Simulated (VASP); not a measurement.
# BN (P6_3mc) in VASP: G0W0 quasiparticle levels with PBE

Aim: the G0W0 quasiparticle levels of BN with PBE.

Program: VASP 6.6.1. These are calculated values, not measurements. Logs are shortened: lines on timing, memory, paths and dates and some standing lists are left out, and cuts for length are marked.

## Step 1: The cell of the first run

The structure is hexagonal, space group P6_3mc (No. 186). Conventional cell: a = 2.544 Å, b = 2.544 Å, c = 4.208 Å, α = 90.00°, β = 90.00°, γ = 120.00°. B (site symmetry 3m) has 4 N at 1.56 to 1.58 Å within 2.1 Å. N (site symmetry 3m) has 4 B at 1.56 to 1.58 Å within 2.1 Å.

## Step 2: G0W0 quasiparticle levels, PBE

POSCAR

```
BN
1.0
    2.5439493101      0.0000000000      0.0000000000
   -1.2719746550      2.2031247285      0.0000000000
    0.0000000000      0.0000000000      4.2078167837
B N
2 2
Direct
    0.6666666667      0.3333333333      0.0002035745
    0.3333333333      0.6666666667      0.5002035745
    0.6666666667      0.3333333333      0.3747964255
    0.3333333333      0.6666666667      0.8747964255
```

INCAR.step1

```
PREC = Accurate
ENCUT = 500
EDIFF = 1E-8
ISMEAR = 0
SIGMA = 0.01
LREAL = F
LASPH = T
NELM = 100
ALGO = Normal
LWAVE = T
LCHARG = F
GGA = PE
```

INCAR.step2

```
PREC = Accurate
ENCUT = 500
EDIFF = 1E-8
ISMEAR = 0
SIGMA = 0.01
LREAL = F
LASPH = T
NELM = 1
ALGO = Exact
LWAVE = T
LCHARG = F
GGA = PE
NBANDS = 61
LOPTICS = T
ISTART = 1
```

INCAR.step3

```
PREC = Accurate
ENCUT = 500
EDIFF = 1E-8
ISMEAR = 0
SIGMA = 0.01
LREAL = F
LASPH = T
ALGO = EVGW0
LWAVE = F
LCHARG = F
GGA = PE
NELMGW = 1
NBANDS = 61
ENCUTGW = 100.0
NOMEGA = 48
PRECFOCK = Fast
ISTART = 1
NBANDSGW = 16
```

KPOINTS

```
Automatic mesh
0
Gamma
  6 6 4
```

Potentials or basis: VASP PAW PBE potentials, release 64 (B_GW, N_GW).

Command:

```
> cat potpaw_PBE.64/B_GW/POTCAR potpaw_PBE.64/N_GW/POTCAR > POTCAR
> cp INCAR.step1 INCAR
> mpirun -np 1 vasp_std > vasp.out
> cp INCAR.step2 INCAR
> mpirun -np 1 vasp_std > vasp.out
> cp INCAR.step3 INCAR
> mpirun -np 1 vasp_std > vasp.out
```

OUTCAR:

```text
PREC = Accurate
   ENCUT = 500
   EDIFF = 1E-8
   ISMEAR = 0
   LREAL = F
   LASPH = T
   GGA = PE
   NELMGW = 1
   ENCUTGW = 100.0
   PRECFOCK = Fast
   ISTART = 1

 ion  position               nearest neighbor table
   1  0.667  0.333  0.000-   4 1.56   4 1.56   4 1.56   3 1.58
   2  0.333  0.667  0.500-   3 1.56   3 1.56   3 1.56   4 1.58
   3  0.667  0.333  0.375-   2 1.56   2 1.56   2 1.56   1 1.58
   4  0.333  0.667  0.875-   1 1.56   1 1.56   1 1.56   2 1.58

  LATTYP: Found a hexagonal cell.
 ALAT       =     2.5439493101
 C/A-ratio  =     1.6540489887

  Lattice vectors:

 A1 = (   2.5439493101,   0.0000000000,   0.0000000000)
 A2 = (  -1.2719746550,   2.2031247285,   0.0000000000)
 A3 = (   0.0000000000,   0.0000000000,   4.2078167837)

Analysis of symmetry for initial positions (statically):
=====================================================================
 Subroutine PRICEL returns:
 Original cell was already a primitive cell.

 Routine SETGRP: Setting up the symmetry group for a
 hexagonal supercell.

 Subroutine GETGRP returns: Found 12 space group operations
 (whereof  6 operations were pure point group operations)
 out of a pool of 24 trial point group operations.

The static configuration has the point symmetry C_3v.
 The point group associated with its full space group is C_6v.

Analysis of symmetry for dynamics (positions and initial velocities):
=====================================================================
 Subroutine PRICEL returns:
 Original cell was already a primitive cell.

 Routine SETGRP: Setting up the symmetry group for a
 hexagonal supercell.

 Subroutine GETGRP returns: Found 12 space group operations
 (whereof  6 operations were pure point group operations)
 out of a pool of 24 trial point group operations.

The dynamic configuration has the point symmetry C_3v.
 The point group associated with its full space group is C_6v.

 Subroutine INISYM returns: Found 12 space group operations
 (whereof  6 operations are pure point group operations),
 and found     1 'primitive' translations

----------------------------------------------------------------------------------------

                                     Primitive cell

  volume of cell :      23.5833

  direct lattice vectors                    reciprocal lattice vectors
     2.543949310  0.000000000  0.000000000     0.393089593  0.226950383  0.000000000
    -1.271974655  2.203124729  0.000000000     0.000000000  0.453900765  0.000000000
     0.000000000  0.000000000  4.207816784     0.000000000  0.000000000  0.237652933

  length of vectors
     2.543949310  2.543949310  4.207816784     0.453900765  0.453900765  0.237652933

  position of ions in fractional coordinates (direct lattice)
     0.666666667  0.333333333  0.000203574
     0.333333333  0.666666667  0.500203574
     0.666666667  0.333333333  0.374796426
     0.333333333  0.666666667  0.874796426

  ion indices of the primitive-cell ions
   primitive index   ion index
                 1           1
                 2           2
                 3           3
                 4           4

----------------------------------------------------------------------------------------

 KPOINTS: Automatic mesh

Automatic generation of k-mesh.
 Grid dimensions read from file:
 generate k-points for:    6    6    4

 Generating k-lattice:

  Cartesian coordinates                     Fractional coordinates (reciprocal lattice)
     0.065514932  0.037825064  0.000000000     0.166666667 -0.000000000  0.000000000
     0.000000000  0.075650128  0.000000000     0.000000000  0.166666667  0.000000000
     0.000000000  0.000000000  0.059413233     0.000000000  0.000000000  0.250000000

  Length of vectors
     0.075650128  0.075650128  0.059413233

  Shift w.r.t. Gamma in fractional coordinates (k-lattice)
     0.000000000  0.000000000  0.000000000

 Subroutine IBZKPT returns following result:
 ===========================================

 Found     21 irreducible k-points:

 Following reciprocal coordinates:
            Coordinates               Weight
  0.000000  0.000000  0.000000      1.000000
  0.166667  0.000000  0.000000      6.000000
  0.333333 -0.000000  0.000000      6.000000
  0.500000 -0.000000  0.000000      3.000000
  0.166667  0.166667  0.000000      6.000000
  0.333333  0.166667  0.000000     12.000000
[... 13 lines left out ...]
  0.333333  0.166667  0.500000     12.000000
  0.333333  0.333333  0.500000      2.000000
   k-points           NKPTS =     21   k-points in BZ     NKDIM =    144   number of bands    NBANDS=     61
   number of dos      NEDOS =    301   number of ions     NIONS =      4
   total plane-waves  NPLWV =  12800
   dimension x,y,z NGX =    20 NGY =   20 NGZ =   32
   dimension x,y,z NGXF=    40 NGYF=   40 NGZF=   64
   ions per type =               2   2
   NGX,Y,Z   is equivalent  to a cutoff of  13.07, 13.07, 12.64 a.u.
   NGXF,Y,Z  is equivalent  to a cutoff of  26.14, 26.14, 25.29 a.u.
 SYSTEM =  unknown system
   PREC   = accura    normal or accurate (medium, high low for compatibility)
   ISTART =      1    job   : 0-new  1-cont  2-samecut
   ICHARG =      0    charge: 1-file 2-atom 10-const
   ISPIN  =      1    spin polarized calculation?
   LNONCOLLINEAR =      F non collinear calculations
   LSORBIT =      F    spin-orbit coupling
   LASPH  =      T    aspherical Exc in radial PAW
   ENCUT  =  500.0 eV  36.75 Ry    6.06 a.u.   4.64  4.64  7.67*2*pi/ulx,y,z
   NELM   =     60;   NELMIN=  2; NELMDL=  0     # of ELM steps
   EDIFF  = 0.1E-07   stopping-criterion for ELM
   LREAL  =      F    real-space projection
   EDIFFG = 0.1E-06   stopping-criterion for IOM
   NSW    =      0    number of steps for IOM
   IBRION =     -1    ionic relax: 0-MD 1-quasi-New 2-CG
   NFREE  =      0    steps in history (QN), initial steepest desc. (CG)
   ISIF   =      0    stress and relaxation
   ISYM   =      3    0-nonsym 1-usesym 2-fastsym
   POTIM  = 0.5000    time-step for ionic-motion
   TEBEG  =    0.0;   TEEND  =   0.0 temperature during run
   PSTRESS=    0.0 pullay stress
   NELECT =      16.0000    total number of electrons
   NUPDOWN=      -1.0000    fix difference up-down
   EMIN   =  10.00;   EMAX   =-10.00  energy-range for DOS
   EFERMI =   0.00;   METHOD = LEGACY
   ISMEAR =     0;   SIGMA  =   0.01  broadening in eV -4-tet -1-fermi 0-gaus
   EFERMI_NEDOS =   21; number of points for ismear=-14 and -15
   IALGO  =     38    algorithm
   IMIX   =      4    mixing-type and parameters
     AMIX     =   0.40;   BMIX     =  1.00
     AMIX_MAG =   1.60;   BMIX_MAG =  1.00
  volume/ion in A,a.u.               =       5.90        39.79
  Fermi-wavevector in a.u.,A,eV,Ry     =   1.438512  2.718393 28.154749  2.069316
  Thomas-Fermi vector in A             =   2.557470
   LORBIT       =      0    0 simple, 1 ext, 2 COOP (PROOUT), +10 PAW based schemes
   GGA     = PE    functional components
   LHFCALC =     T    Hartree Fock is set to
   PRECFOCK=fast      Normal, Fast or Accurate (Low or Medium for compatibility)
   ENCUT4O =  -1.0   cutoff for four orbital integrals eV
   NKREDX  =     1    reduce k-point grid by
   NKREDY  =     1    reduce k-point grid by
   NKREDZ  =     1    reduce k-point grid by
   AEXX    =    1.0000 exact exchange contribution
   HFSCREEN=    0.0000 screening length (either q_TF or 0.3 A-1)
   HFSCREENC=   0.0000 screening length for correlation (either q_TF or 0.3 A-1)
   ENCUTFOCK=  -1.0 apply spherical cutoff to Coloumb kernel
   IVDW    =     0    specifies the selected vdW correction
   LEPSILON=     F    determine dielectric tensor
   LRPA    =     F    only Hartree local field effects (RPA)
   LRPAFORCE           =     F    calculate RPA forces
   ENCUTGW             = 100.0    cutoff for response function in eV
   ENCUTGWSOFT         =  80.0    soft cutoff for Coulomb kernel in GW response function in eV
   ENCUTLF             =  -1.0    cutoff for local field effects
   NELMGW              =     1    number of iterations in solving QP/BSE equation
   NELMHF              =     1    number of iterations in the inner HF iteration
   NKREDLFX            =     1    NKREDLFY  =   1   NKREDLFZ  =   1
 non-spin polarized calculation
 Gauss-broadening in eV      SIGMA  =   0.01
  energy-cutoff  :      500.00
  volume of cell :       23.58
 maximum number of plane-waves:       609
 NGX is ok and might be reduce to    20
  NGX = 12; NGY = 12; NGZ = 20
   NGX =  9   NGY =  9   NGZ = 15
 maximum number of plane-waves:        60
 NGX is ok and might be reduce to    10

 QP shifts <psi_nk| G(iteration)W_0 |psi_nk>: iteration 1
 for sc-GW calculations column KS-energies equals QP-energies in previous step
 and V_xc(KS)=  KS-energies - (<T + V_ion + V_H > + <T+V_H+V_ion>^1  + <V_x>^1)

 k-point   1 :       0.0000    0.0000    0.0000
  band No.  KS-energies  QP-energies   sigma(KS)   V_xc(KS)     V^pw_x(r,r')   Z            occupation Imag(sigma)

      1     -12.7893     -14.5895     -17.8096     -15.5003     -26.5187       0.7796       2.0000       1.4592
      2      -8.6263     -10.0402     -18.6958     -16.8460     -26.7663       0.7643       2.0000       0.9241
      3      -3.3002      -4.7126     -16.3101     -14.4702     -21.6944       0.7677       2.0000       0.2945
      4       5.5106       4.8624     -18.1943     -17.4026     -21.6437       0.8189       2.0000       0.0971
      5       5.5106       4.8624     -18.1943     -17.4026     -21.6437       0.8189       2.0000       0.0971
      6       7.3721       6.9695     -18.6845     -18.1977     -21.7358       0.8270       2.0000       0.0821
[... 8 lines left out ...]
     15      19.5634      21.4195     -12.4156     -14.6805      -6.9880       0.8196       0.0000      -0.1379
     16      23.8962      25.8907     -13.9222     -16.4712      -7.3973       0.7825       0.0000      -0.2499

 k-point   2 :       0.1667    0.0000    0.0000
  band No.  KS-energies  QP-energies   sigma(KS)   V_xc(KS)     V^pw_x(r,r')   Z            occupation Imag(sigma)

      1     -12.1887     -13.9249     -17.8355     -15.6038     -26.4435       0.7780       2.0000       1.3822
      2      -8.1779      -9.5613     -18.7987     -16.9820     -26.7705       0.7615       2.0000       0.8569
      3      -2.7059      -4.0889     -16.3769     -14.5811     -21.5813       0.7701       2.0000       0.2642
      4       3.1496       2.2073     -17.6321     -16.4674     -21.5016       0.8090       2.0000       0.1220
      5       4.5618       3.8043     -17.8867     -16.9591     -21.4762       0.8167       2.0000       0.1050
      6       5.6479       4.9904     -18.4496     -17.6474     -21.9348       0.8195       2.0000       0.0981
[... 8 lines left out ...]
     15      21.1577      23.1413     -12.7760     -15.2300      -6.9861       0.8083       0.0000      -0.1651
     16      22.9971      24.6887     -12.8512     -14.9623      -6.8766       0.8013       0.0000      -0.2022
[... 348 lines left out ...]
      5       2.0657       1.0323     -17.1880     -15.9046     -21.1949       0.8051       2.0000       0.1348
      6       2.0657       1.0323     -17.1880     -15.9046     -21.1949       0.8051       2.0000       0.1348
[... 8 lines left out ...]
     15      23.8992      25.9777     -13.6690     -16.3166      -7.1736       0.7851       0.0000      -0.2400
     16      23.8992      25.9777     -13.6690     -16.3166      -7.1736       0.7851       0.0000      -0.2400

 k-point  21 :       0.3333    0.3333    0.5000
  band No.  KS-energies  QP-energies   sigma(KS)   V_xc(KS)     V^pw_x(r,r')   Z            occupation Imag(sigma)

      1      -7.3254      -8.6377     -19.0696     -17.3351     -26.8692       0.7566       2.0000       0.7474
      2      -7.3254      -8.6377     -19.0696     -17.3351     -26.8692       0.7566       2.0000       0.7474
      3      -1.2109      -2.5807     -17.1034     -15.3459     -22.1356       0.7794       2.0000       0.2165
      4      -1.2109      -2.5807     -17.1034     -15.3459     -22.1356       0.7794       2.0000       0.2165
      5      -0.1118      -1.3166     -16.4369     -14.9199     -20.7948       0.7943       2.0000       0.1731
      6      -0.1118      -1.3166     -16.4369     -14.9199     -20.7948       0.7943       2.0000       0.1731
[... 8 lines left out ...]
     15      24.3506      26.4710     -13.7566     -16.4811      -7.0311       0.7783       0.0000      -0.2625
     16      24.3506      26.4710     -13.7566     -16.4811      -7.0311       0.7783       0.0000      -0.2625
```

Wall time 1.7 min (1 thread of Intel Xeon 6975P-C (Granite Rapids), shared host); peak memory 0.33 GiB.

What came out:

| Property | Result |
| --- | --- |
| Band gap on the k mesh, mean-field level | 5.19 eV, indirect (least direct gap 8.32 eV) |
| Quasiparticle gap | 6.44 eV |
| Least direct quasiparticle gap | 10.09 eV |

Caveat: the k points lie up to 0.48 Å⁻¹ apart; bands, screening cutoff and mesh are small and nothing is extrapolated, so the quasiparticle values aren't converged. A k mesh can miss the band edges.
